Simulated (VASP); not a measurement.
Write the native input for VASP 6.6.1 that does the following.

```
Task                   : relaxation of cell and atoms
Functional             : PBE
Potentials or basis    : VASP PAW PBE potentials, release 64 (In_d, Si, H)
Cutoff                 : 600 eV
k mesh                 : 3 × 3 × 3
Occupations            : gaussian, width 0.15 eV
Spin                   : no spin polarisation
Dipole correction      : no
Further INCAR settings : ALGO = Normal; EDIFF = 1e-06; IBRION = 2; EDIFFG = -0.08; NSW = 36; ISIF = 3
```

The structure of In2SiH2 lies in POSCAR:

```
In2SiH2
1.0
    4.6770590500      0.0000000000      0.0000000000
    0.0000000000      4.6770590500      0.0000000000
    0.0000000000      0.0000000000      4.5305628000
In Si H
2 1 2
Direct
    0.0000000000      0.0000000000      0.0000000000
    0.5000000000      0.5000000000      0.0000000000
    0.5000000000      0.5000000000      0.5000000000
    0.0000000000      0.5000000000      0.5000000000
    0.5000000000      0.0000000000      0.5000000000
```

The cell was generated, and may not be a known phase.

These files were run (other wordings do the same):

INCAR

```
SYSTEM = In2SiH2
ALGO = Normal ; EDIFF = 1E-6
EDIFFG = -0.08 ; ENCUT = 600
GGA = PE ; IBRION = 2
ISIF = 3 ; ISMEAR = 0
LASPH = .TRUE. ; LCHARG = .FALSE.
LREAL = .FALSE. ; LWAVE = .FALSE.
NELM = 100 ; NSW = 36
PREC = Accurate ; SIGMA = 0.15
```

KPOINTS

```
k-points
0
G
  3 3 3
  0 0 0
```

Potentials or basis: VASP PAW PBE potentials, release 64 (In_d, Si, H).

Launch:

```bash
$ cat potpaw_PBE.64/In_d/POTCAR potpaw_PBE.64/Si/POTCAR potpaw_PBE.64/H/POTCAR > POTCAR
$ mpirun -np 1 vasp_std > vasp.out
```

It gave:

```yaml
Relaxed_volume: 17.85 Å³/atom
Relaxed_cell: a = 4.078 Å, b = 4.078 Å, c = 5.366 Å, α = 90.00°, β = 90.00°, γ = 90.00°
Space_group_after_relaxing_to_0.1_Å: P4/mmm (No. 123)
Energy_gained_by_relaxing: 295.6 meV/atom
Ionic_steps: 7
Pressure_after_relaxing: -0.1 GPa
Band_gap_on_the_k_mesh: zero (bands 16 and 17 overlap by 1.58 eV)
```

Caveat: the k points lie up to 0.51 Å⁻¹ apart in the final cell, too coarse for converged energies and pressures of a metal; a cell axis changed by over 15 % at a fixed basis, so the end point is rough; spin-orbit coupling is left out, which moves the levels of the heavy elements.

Run time: 90 s on 1 thread of AMD EPYC 7R13 Processor (Zen 3) (shared host), peak memory 0.2 GiB.
